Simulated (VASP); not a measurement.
# TiO2: single point with r2SCAN

**Experimental background.**

From “Shallow Valence Band of Rutile GeO2 and P-type Doping”, 2020, arxiv:2011.08928, for a bulk crystal of TiO2 at 1.6 K: band gap 3.03 eV (direct).

TiO2:

```
Ti O
1.0
     4.59675    0.00000    0.00000
     0.00000    4.59675    0.00000
     0.00000    0.00000    2.95367
Ti O
2 4
Direct
  0.00000 0.00000 0.00000
  0.50000 0.50000 0.50000
  0.30461 0.30461 0.00000
  0.19539 0.80461 0.50000
  0.69539 0.69539 0.00000
  0.80461 0.19539 0.50000
```

```yaml
Program: VASP 6.6.1
Task: single point
Functional: r2SCAN
Potentials_or_basis: VASP PAW PBE potentials, release 64 (Ti_sv, O)
Cutoff: 520 eV
k_mesh: 6 × 6 × 10
Occupations: gaussian, width 0.02 eV
Spin: no spin polarisation
Dipole_correction: no
Further_INCAR_settings: ALGO = Normal; EDIFF = 1e-06; NBANDS = 33
```

```json
{"Pressure": "1.3 GPa", "Largest force": "0.034 eV/Å", "Band gap on the k mesh": "2.23 eV, direct"}
```

Forces on the atoms (eV/Å):
```
Ti   0.000  0.000  0.000
Ti   0.000  0.000  0.000
O   -0.024 -0.024  0.000
O    0.024 -0.024  0.000
O    0.024  0.024  0.000
O   -0.024  0.024  0.000
```

Stress tensor (GPa, compression positive):
```
1.04 0.00 0.00
0.00 1.04 0.00
0.00 0.00 1.74
```

Levels at points of the mesh, in eV from the valence-band top:
```tsv
k point	band 22	band 23	band 24	band 25	band 26	band 27
(0.00, 0.00, 0.00)	-0.49	-0.49	0.00	2.23	2.55	2.79
(0.50, 0.00, 0.00)	-1.70	-0.77	-0.77	2.92	2.92	3.41
(0.50, 0.50, 0.00)	-1.38	-1.13	-1.13	2.27	2.27	2.90
(0.00, 0.00, 0.50)	-2.40	-1.48	-1.48	3.33	3.33	3.59
(0.50, 0.00, 0.50)	-2.08	-1.09	-1.09	2.29	2.29	3.62
(0.50, 0.50, 0.50)	-1.32	-0.72	-0.72	2.97	2.97	3.60
```

Run time: 5 min on 1 thread of Intel(R) Xeon(R) Platinum 8259CL CPU @ 2.50GHz (Skylake/Cascade Lake), on a shared host, peak memory 0.24 GiB.

Measured gap of TiO2: 3.03 eV (direct; 1.6 K; quoted in “Shallow Valence Band of Rutile GeO2 and P-type Doping”, 2020, arxiv:2011.08928). This calculation gives 2.23 eV (-0.80 eV). 2 values of this kind are on record in papers (3.03 to 3.05 eV); this one was drawn at random among those near their median. The value is that of r2SCAN on a finite k mesh, which can miss the band edges, without temperature or zero-point motion.

Caveat: the PAW data sets were made with another functional, which shifts forces and pressure a little.
